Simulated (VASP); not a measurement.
A run of VASP 6.6.1 is set up as follows.

INCAR

```
PREC = Accurate
ENCUT = 650
EDIFF = 1E-8
ISMEAR = -1
SIGMA = 0.03
LREAL = False
LASPH = True
NELM = 120
ALGO = Normal
ISIF = 2
LWAVE = False
LCHARG = False
GGA = CA
LEFG = True
NBANDS = 13
GGA_COMPAT = False
```

KPOINTS

```
Automatic mesh
0
Gamma
  9 9 9
```

POSCAR

```
Li2Se
1.0
    0.0000000000      2.9823483861      2.9823483861
    2.9823483861      0.0000000000      2.9823483861
    2.9823483861      2.9823483861      0.0000000000
Li Se
2 1
Direct
    0.2500000000      0.2500000000      0.2500000000
    0.7500000000      0.7500000000      0.7500000000
    0.0000000000      0.0000000000      0.0000000000
```

Potentials or basis: VASP PAW LDA potentials, release 64 (Li_sv, Se).

The run is started by

```bash
$ cat potpaw_LDA.64/Li_sv/POTCAR potpaw_LDA.64/Se/POTCAR > POTCAR
$ mpirun -np 1 vasp_std > vasp.out
```

Q: Estimate the pressure.

A: -2.1 GPa.

Q: Estimate the band gap on the k mesh.

A: 2.87 eV, indirect (least direct gap 3.29 eV).

Caveat: without QUAD_EFG the Cq values of the log hold for a quadrupole moment of 1 mb, not for the nuclei. A k mesh can miss the band edges.
